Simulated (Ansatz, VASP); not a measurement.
**RbBr: VASP and Ansatz over several settings**

```
CELL_PARAMETERS angstrom
0.00000 3.44970 3.44970
3.44970 0.00000 3.44970
3.44970 3.44970 0.00000
ATOMIC_POSITIONS crystal
Rb 0.00000 0.00000 0.00000
Br 0.50000 0.50000 0.50000
```

Single points on this cell with VASP 6.6.1 and Ansatz 0.2.0. Each row is one pair of runs. Alike in all rows: spin: off; k mesh: 7 × 7 × 7; smearing: fermi-dirac, width 0.05 eV.

```csv
level,"VASP's potentials, cutoff","Ansatz's potentials, cutoff","gap on the k mesh at the Fermi level (eV), VASP","gap on the k mesh at the Fermi level (eV), Ansatz","least direct gap on the mesh (eV), VASP","least direct gap on the mesh (eV), Ansatz","pressure (GPa), VASP","pressure (GPa), Ansatz"
LDA,"VASP PAW LDA potentials, release 64 (Rb_sv, Br), 520 eV","Ansatz PAW, 420 eV",3.91,3.90,3.91,3.90,-1.4,-1.4
PBE,"VASP PAW PBE potentials, release 64 (Rb_sv, Br), 520 eV","Ansatz PAW, 420 eV",4.31,4.31,4.31,4.31,0.7,0.7
r2SCAN,"VASP PAW PBE potentials, release 64 (Rb_sv, Br), 520 eV","Ansatz PAW, 500 eV",4.92,4.92,4.92,4.92,0.2,0.2
```

Gap on the k mesh at the fermi level (eV): the two programs differ by at most 0.01; least direct gap on the mesh (eV): the two programs differ by at most 0.01; pressure (GPa): the two programs differ by at most 0.03.

Noted on Ansatz's runs: odd divisions of the mesh miss points on the zone boundary, where band edges often lie, so the gap on the mesh can be too wide.
